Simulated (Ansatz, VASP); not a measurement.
Two plane-wave programs on ZnSe

```
Zn Se
1.0
     4.01553    0.00000    0.00000
     0.00000    4.01553    0.00000
     0.00000    0.00000    5.29977
Zn Se
2 2
Cartesian
  0.0000 0.0000 0.0000
  2.0078 2.0078 0.0000
  0.0000 2.0078 1.4823
  2.0078 0.0000 3.8174
```

Change from the starting cell: mode 11 frozen in at +0.000 Å, equal normal strain along x, y and z +0.0083.

Alike in both runs: task single point; functional LDA; k mesh 8 × 8 × 6; occupations gaussian, width 0.05 eV; no spin polarisation.

```csv
,VASP,Ansatz
version,VASP 6.6.1,Ansatz 0.2.0
potentials or method,"VASP PAW LDA potentials, release 64 (Zn, Se), cutoff 520 eV","scalar-relativistic, plane waves, PAW"
valence electrons in the cell,36,56
```

|  | VASP | Ansatz | Ansatz less VASP |
| --- | --- | --- | --- |
| gap on the k mesh at the Fermi level (eV) | 1.53 | 1.51 | -0.026 |
| least direct gap on the mesh (eV) | 1.53 | 1.51 | -0.026 |
| pressure (GPa) | -1.3 | -1.7 | -0.39 |
| traceless stress, the component that is largest in VASP (GPa) | 0.06 | 0.08 | +0.021 |
| rms of the force components (eV/Å) | 0.074 | 0.099 | +0.0250 |

Ansatz warns that its potentials were made for another functional, while VASP's fit it. LDA's correlation is that of Perdew and Zunger in VASP and of Perdew and Wang (1992) in Ansatz. Atom by atom the forces differ by 0.025 eV/Å (rms over components). VASP's potentials hold 36 valence electrons a cell and Ansatz's 56, so a difference there can come from the potentials and not from the codes.
